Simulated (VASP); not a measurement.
CrO2:

```xyz
3
Lattice="0.0000 2.4117 2.4117 2.4117 0.0000 2.4117 2.4117 2.4117 0.0000" Properties=species:S:1:pos:R:3 pbc="T T T"
Cr    0.0000    0.0000    0.0000
O     1.2058    1.2058    1.2058
O     3.6175    3.6175    3.6175
```

| Property | Result |
| --- | --- |
| Program | VASP 6.6.1 |
| Task | relaxation of cell and atoms |
| Functional | PBE |
| Potentials or basis | VASP PAW PBE potentials, release 64 (Cr_pv, O) |
| Cutoff | 600 eV |
| k mesh | 6 × 6 × 6 |
| Occupations | gaussian, width 0.1 eV |
| Spin | collinear spin, ferrimagnetic start |
| Starting moments | [2.15, -0.15, -0.15] μB |

At the start: pressure -15.3 GPa; volume 9.35 Å³/atom.

Question: Where does the relaxation end?

Answer: Over 3 steps the energy falls by 33.0 meV/atom and the volume is 8.71 Å³/atom (-6.8 %); space group Fm-3m (No. 225, to 0.05 Å); moment 2.00 μB per cell.

Step by step:
| step | energy change (eV) | largest force (eV/Å) | pressure (GPa) | volume (Å³) |
| --- | --- | --- | --- | --- |
| 1 | 0.0000 | 0.0000 | -15.27 | 28.05 |
| 2 | -0.0185 | 0.0000 | 17.61 | 24.59 |
| 3 | -0.0990 | 0.0000 | -0.14 | 26.14 |

Final structure:
```
CELL_PARAMETERS angstrom
0.00000 2.35554 2.35554
2.35554 0.00000 2.35554
2.35554 2.35554 0.00000
ATOMIC_POSITIONS crystal
Cr 0.00000 0.00000 0.00000
O 0.25000 0.25000 0.25000
O 0.75000 0.75000 0.75000
```

Caveat: a cell with one magnetic atom can't hold antiferromagnetic order, which such compounds often take.
